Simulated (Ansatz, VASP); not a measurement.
# AlNi in VASP and in Ansatz

Contents of INCAR:

```
ALGO = Normal
EDIFF = 1E-6
EDIFFG = -0.005
ENCUT = 600
GGA = PS
IBRION = 2
ISIF = 3
ISMEAR = -1
ISPIN = 2
LASPH = T
LCHARG = F
LMAXMIX = 4
LORBIT = 11
LREAL = F
LWAVE = F
MAGMOM = 1 0
NELM = 150
NSW = 80
PREC = Accurate
SIGMA = 0.05
```

KPOINTS

```
k-points
0
Gamma
  9 9 9
```

The input POSCAR:

```
AlNi
1.0
    2.8810000000      0.0000000000      0.0000000000
    0.0000000000      2.8810000000      0.0000000000
    0.0000000000      0.0000000000      2.8810000000
Ni Al
1 1
Direct
    0.5000000000      0.5000000000      0.5000000000
    0.0000000000      0.0000000000      0.0000000000
```

File input.yaml:

```yaml
crystal:
  lattice:
    - [2.881, 0.0, 0.0]
    - [0.0, 2.881, 0.0]
    - [0.0, 0.0, 2.881]
  atoms:
    - { symbol: Ni, position: [0.5, 0.5, 0.5], spin: 1.0 }
    - { symbol: Al, position: [0.0, 0.0, 0.0] }
kpoints:
  mp_grid: { grid: [9, 9, 9] }
scf:
  occupations: { method: fermi_dirac, width: 0.05 }
hamiltonian:
  xc: pbesol
  pseudopotentials: { kind: all_electron, lapw: { basis_error: 0.001 } }
magnetization:
  spin_polarized: true
output:
  forces: true
  stress: true
relax:
  f_tol: 0.005
  max_steps: 60
  cell: {}
```

Alike in both runs: task relaxation of cell and atoms; functional PBEsol; k mesh 9 × 9 × 9; occupations fermi-dirac, width 0.05 eV; collinear spin.

|  | VASP | Ansatz |
| --- | --- | --- |
| version | VASP 6.6.1 | Ansatz 0.2.0 |
| potentials or method | VASP PAW PBE potentials, release 64 (Ni, Al), cutoff 600 eV | all-electron LAPW, scalar-relativistic |

Ansatz gave:

```
net moment per atom (μB)                                     : 0.00
relaxed volume (Å³/atom)                                     : 11.71
relaxed cell length with the largest relative difference (Å) : 2.861
```

Task: What did VASP give for the same quantities?

Result: net moment per atom (μB): 0.00; relaxed volume (Å³/atom): 11.72; relaxed cell length with the largest relative difference (Å): 2.862.

VASP's potentials were made for PBE, not for PBEsol. Ansatz ran all-electron here, and VASP with PAW potentials.
